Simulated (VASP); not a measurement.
# Ti in VASP: further runs, part 2 of 2

VASP 6.6.1.

## 3. Relaxation of cell and atoms, r2SCAN, target pressure -1 GPa, at which the enthalpy is minimised

This run uses another cell than the first one, of 17.36 Å³/atom, 1.020 times its volume.

Contents of POSCAR:

```
Ti
1.0
   -1.6311437213      1.6311437213      1.6311437213
    1.6311437213     -1.6311437213      1.6311437213
    1.6311437213      1.6311437213     -1.6311437213
Ti
1
Direct
    0.0000000000      0.0000000000      0.0000000000
```

Contents of INCAR.step1:

```
PREC     = Accurate       # precision mode
ENCUT    = 600            # plane-wave cutoff, eV
ISMEAR   = 0              # smearing method
SIGMA    = 0.1            # smearing width, eV
LREAL    = False          # projectors in reciprocal space
LASPH    = True           # aspherical terms in the spheres
NELM     = 100            # most SCF steps
GGA      = PE             # functional
ALGO     = Normal         # electronic algorithm
EDIFF    = 1E-4           # SCF threshold, eV
LWAVE    = True           # write WAVECAR
LCHARG   = False          # write CHGCAR
```

Contents of INCAR.step2:

```
PREC     = Accurate       # precision mode
ENCUT    = 600            # plane-wave cutoff, eV
EDIFF    = 1E-6           # SCF threshold, eV
ISMEAR   = 0              # smearing method
SIGMA    = 0.1            # smearing width, eV
LREAL    = False          # projectors in reciprocal space
LASPH    = True           # aspherical terms in the spheres
NELM     = 100            # most SCF steps
ALGO     = Normal         # electronic algorithm
ISIF     = 3              # what is computed and relaxed
LWAVE    = False          # write WAVECAR
LCHARG   = False          # write CHGCAR
METAGGA  = R2SCAN         # meta-GGA
LMIXTAU  = True         
IBRION   = 2              # ionic algorithm
NSW      = 70             # ionic steps
EDIFFG   = -0.008         # ionic threshold
PSTRESS  = -10.0        
ISTART   = 1
```

Contents of KPOINTS:

```
regular mesh
0
Gamma
  18 18 18
```

Potentials or basis: VASP PAW PBE potentials, release 64 (Ti_sv).

Command:

```console
cat potpaw_PBE.64/Ti_sv/POTCAR > POTCAR
cp INCAR.step1 INCAR
mpirun -np 1 vasp_std > vasp.out
cp INCAR.step2 INCAR
mpirun -np 1 vasp_std > vasp.out
```

It took 7.1 min on 1 thread of AMD EPYC 9R45 (Zen 5), shared host; peak memory 0.14 GiB.

It converged, with:

```yaml
Free_energy: -12.8188 eV
Relaxed_volume: 17.41 Å³/atom
Relaxed_cell: a = 2.828 Å, b = 2.828 Å, c = 2.828 Å, α = 109.47°, β = 109.47°, γ = 109.47°
Space_group_after_relaxing_to_0.05_Å: Im-3m (No. 229)
Energy_change_on_relaxing_the_enthalpy_is_what_falls: +0.3 meV/atom
Ionic_steps: 4
Pressure_after_relaxing: -1.0 GPa
Band_gap_on_the_k_mesh: zero (band 6 reaches 9.23 eV, above the bottom of band 7 at 7.40 eV)
```

Step by step:
```
step  energy change (eV)  largest force (eV/Å)  pressure (GPa)  volume (Å³)
   1              0.0000                0.0000           -0.63        17.36
   2              0.0006                0.0000           -1.15        17.46
   3              0.0003                0.0000           -1.08        17.42
   4              0.0003                0.0000           -1.03        17.41
```

Final structure:
```
CELL_PARAMETERS angstrom
-1.63279 1.63279 1.63279
1.63279 -1.63279 1.63279
1.63279 1.63279 -1.63279
ATOMIC_POSITIONS crystal
Ti 0.00000 0.00000 0.00000
```

Levels at points of the mesh, in eV from the Fermi level:
```
           k point  band 3  band 4  band 5  band 6  band 7  band 8  band 9  band 10
(0.00, 0.00, 0.00)  -33.72  -33.72   -6.34    1.14    1.14    1.14    2.91     2.91
(0.50, 0.00, 0.00)  -33.94  -33.73   -2.58   -0.33    0.95    2.92    3.27     4.47
(0.50, 0.50, 0.50)  -34.19  -34.19   -2.26   -2.26    4.11    4.11    4.11     8.73
```

Caveat: the cell is relaxed towards a set pressure, so the enthalpy falls and the energy may rise; the PAW data sets were made with another functional, which shifts forces and pressure a little.

## 4. Relaxation of cell and atoms, r2SCAN, target pressure 50 GPa, at which the enthalpy is minimised

This run uses another cell than the first one, of 13.36 Å³/atom, 0.785 times its volume.

Contents of POSCAR:

```
Ti
1.0
   -1.4948945883      1.4948945883      1.4948945883
    1.4948945883     -1.4948945883      1.4948945883
    1.4948945883      1.4948945883     -1.4948945883
Ti
1
Direct
    0.0000000000      0.0000000000      0.0000000000
```

Contents of INCAR.step1:

```
  PREC = Accurate
  ENCUT = 600
  ISMEAR = 0
  SIGMA = 0.1
  LREAL = False
  LASPH = True
  NELM = 80
  GGA = PE
  ALGO = Normal
  EDIFF = 1E-4
  LWAVE = True
  LCHARG = False
```

Contents of INCAR.step2:

```
  PREC = Accurate
  ENCUT = 600
  EDIFF = 1E-6
  ISMEAR = 0
  SIGMA = 0.1
  LREAL = False
  LASPH = True
  NELM = 80
  ALGO = Normal
  ISIF = 3
  LWAVE = False
  LCHARG = False
  METAGGA = R2SCAN
  LMIXTAU = True
  IBRION = 2
  NSW = 70
  EDIFFG = -0.008
  PSTRESS = 500.0
  ISTART = 1
```

Contents of KPOINTS:

```
regular mesh
0
Gamma
  20 20 20
```

Command:

```console
cat potpaw_PBE.64/Ti_sv/POTCAR > POTCAR
cp INCAR.step1 INCAR
mpirun -np 1 vasp_std > vasp.out
cp INCAR.step2 INCAR
mpirun -np 1 vasp_std > vasp.out
```

Run time: 23 min. Hardware: 1 thread of AMD EPYC 9R45 (Zen 5), shared host; peak memory 0.18 GiB.

It converged, with:

* Free energy: -12.2581 eV
* Relaxed volume: 12.92 Å³/atom
* Relaxed cell: a = 2.560 Å, b = 2.560 Å, c = 2.560 Å, α = 109.47°, β = 109.47°, γ = 109.47°
* Space group after relaxing (to 0.05 Å): Im-3m (No. 229)
* Energy change on relaxing (the enthalpy is what falls): +126.9 meV/atom
* Ionic steps: 8
* Pressure after relaxing: 50.0 GPa
* Band gap on the k mesh: zero (band 6 reaches 12.99 eV, above the bottom of band 7 at 10.77 eV)

The path:
| step | energy change (eV) | largest force (eV/Å) | pressure (GPa) | volume (Å³) |
| --- | --- | --- | --- | --- |
| 1 | 0.0000 | 0.0000 | 42.10 | 13.36 |
| 2 | 0.4130 | 0.0000 | 66.19 | 12.13 |
| 3 | 0.1232 | 0.0000 | 49.77 | 12.93 |
| 4 | 0.1270 | 0.0000 | 49.73 | 12.92 |
| 5 | 0.2615 | 0.0000 | 57.86 | 12.52 |
| 6 | 0.1313 | 0.0000 | 50.29 | 12.91 |
| 7 | 0.1194 | 0.0000 | 49.71 | 12.94 |
| 8 | 0.1269 | 0.0000 | 49.97 | 12.92 |

Final structure:
```
Ti
1.0
    -1.47823    1.47823    1.47823
     1.47823   -1.47823    1.47823
     1.47823    1.47823   -1.47823
Ti
1
Direct
  0.00000 0.00000 0.00000
```

Levels at points of the mesh, in eV from the Fermi level:
| k point | band 3 | band 4 | band 5 | band 6 | band 7 | band 8 | band 9 | band 10 |
| --- | --- | --- | --- | --- | --- | --- | --- | --- |
| (0.00, 0.00, 0.00) | -32.64 | -32.64 | -6.69 | 1.37 | 1.37 | 1.37 | 3.90 | 3.90 |
| (0.50, 0.00, 0.00) | -33.14 | -32.66 | -3.46 | -0.79 | 2.38 | 4.03 | 4.53 | 6.35 |
| (0.50, 0.50, 0.50) | -33.75 | -33.75 | -3.61 | -3.61 | 5.79 | 5.79 | 5.79 | 11.81 |

Caveat: the cell is relaxed towards a set pressure, so the enthalpy falls and the energy may rise; the PAW data sets were made with another functional, which shifts forces and pressure a little.

## 5. Single point, r2SCAN (biaxial strain in the a-b plane: +1.0 %)

Contents of POSCAR:

```
Ti
1.0
    3.2843076419      0.0000000000      0.0000000000
    0.0000000000      3.2843076419      0.0000000000
    0.0000000000      0.0000000000      3.2322790060
Ti
2
Direct
    0.0000000000      0.0000000000      0.0000000000
    0.5000000000      0.5000000000      0.5000000000
```

Contents of INCAR.step1:

```
  ALGO = Normal
  EDIFF = 1E-4
  ENCUT = 520
  GGA = PE
  ISMEAR = 0
  LASPH = True
  LCHARG = False
  LREAL = False
  LWAVE = True
  NBANDS = 19
  NELM = 60
  PREC = Accurate
  SIGMA = 0.1
```

Contents of INCAR.step2:

```
  ALGO = Normal
  EDIFF = 1E-6
  ENCUT = 520
  ISIF = 2
  ISMEAR = 0
  ISTART = 1
  LASPH = True
  LCHARG = True
  LELF = True
  LMIXTAU = True
  LREAL = False
  LVHAR = True
  LWAVE = False
  METAGGA = R2SCAN
  NBANDS = 19
  NELM = 60
  PREC = Accurate
  SIGMA = 0.1
```

Contents of KPOINTS:

```
k-points
0
Gamma
  16 16 16
```

Command:

```console
cat potpaw_PBE.64/Ti_sv/POTCAR > POTCAR
cp INCAR.step1 INCAR
mpirun -np 1 vasp_std > vasp.out
cp INCAR.step2 INCAR
mpirun -np 1 vasp_std > vasp.out
```

It took 3.5 min on 1 thread of Intel Xeon 6975P-C (Granite Rapids), shared host; peak memory 0.32 GiB.

The run converged. Its results:

```yaml
Free_energy: -25.6379 eV
Pressure: -1.1 GPa
Band_gap_on_the_k_mesh: zero (band 12 reaches 9.22 eV, above the bottom of band 13 at 7.45 eV)
```

Stress tensor (GPa, compression positive):
```
-0.90  0.00  0.00
 0.00 -0.90  0.00
 0.00  0.00 -1.57
```

Levels at points of the mesh, in eV from the Fermi level:
```csv
k point,band 9,band 10,band 11,band 12,band 13,band 14,band 15,band 16
"(0.00, 0.00, 0.00)",-6.33,-2.27,-2.24,1.05,1.18,1.18,2.83,2.98
"(0.50, 0.00, 0.00)",-2.93,-2.93,0.01,0.01,1.37,1.37,1.49,1.49
"(0.50, 0.50, 0.00)",-2.57,-2.57,-0.23,-0.23,0.87,0.87,2.82,2.82
"(0.00, 0.00, 0.50)",-2.84,-2.84,0.07,0.07,1.36,1.36,1.36,1.36
"(0.50, 0.00, 0.50)",-2.57,-2.57,-0.38,-0.38,0.99,0.99,2.95,2.95
"(0.50, 0.50, 0.50)",-0.69,-0.69,-0.69,-0.69,-0.63,-0.63,3.30,3.30
```

Caveat: the cell differs from its parent crystal (biaxial strain in the a-b plane: +1.0 %); the PAW data sets were made with another functional, which shifts forces and pressure a little.

## 6. The runs side by side

| task | cell | k mesh | cutoff (eV) | gap on the mesh (eV) | pressure (GPa) |
| --- | --- | --- | --- | --- | --- |
| relaxation of cell and atoms | relaxed to 1 GPa from a = 2.807 Å, angles 109.5°, 1 atom | 18 × 18 × 18 | 600 | none | 1.0 |
| relaxation of cell and atoms | relaxed to -1 GPa from a = 2.825 Å, angles 109.5°, 1 atom | 18 × 18 × 18 | 600 | none | -1.0 |
| relaxation of cell and atoms | relaxed to 50 GPa from a = 2.589 Å, angles 109.5°, 1 atom | 20 × 20 × 20 | 600 | none | 50.0 |
| single point | a = 3.284, b = 3.284, c = 3.232 Å, 2 atoms | 16 × 16 × 16 | 520 | none | -1.1 |

Alike in all rows: level r2SCAN; potentials or basis VASP PAW PBE potentials, release 64 (Ti_sv); no spin polarisation; smearing gaussian 0.1 eV.

Caveats: the PAW data sets were made with another functional, which shifts forces and pressure a little; the cell is relaxed towards a set pressure, so the enthalpy falls and the energy may rise (some runs).

Total energies depend on the potentials used, so only differences within one code and one set of settings carry meaning.
